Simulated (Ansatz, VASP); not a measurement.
# CaB3F4 in VASP and in Ansatz

```
CELL_PARAMETERS angstrom
-2.88948 2.88948 2.88948
2.88948 -2.88948 2.88948
2.88948 2.88948 -2.88948
ATOMIC_POSITIONS crystal
Ca 0.00000 0.00000 0.00000
B 0.50000 0.50000 0.00000
B 0.50000 0.00000 0.50000
B 0.00000 0.50000 0.50000
F 0.50000 0.50000 0.50000
F 0.00000 0.00000 0.50000
F 0.00000 0.50000 0.00000
F 0.50000 0.00000 0.00000
```

Alike in both runs: functional PBE; k mesh 10 × 10 × 10; occupations gaussian, width 0.1 eV; no spin polarisation.

Ansatz relaxed the structure, and its values are those at the end. VASP's run is a single point on that final structure, the one shown.

```csv
,VASP,Ansatz
version,VASP 6.6.1,Ansatz 0.2.0
potentials or method,"VASP PAW PBE potentials, release 64 (Ca_sv, B, F), cutoff 520 eV","scalar-relativistic, plane waves, PAW"
valence electrons in the cell,47,47
```

Ansatz gave:

```
gap on the k mesh at the Fermi level (eV) : none
pressure (GPa)                            : 0.0
```

Question: Which values does VASP return?

Answer: gap on the k mesh at the Fermi level (eV): none; pressure (GPa): -0.1.

A gap of «none» marks a metal or a gap that the smearing closes. With one functional, cell and mesh, what is left measures potentials, basis and numerics.
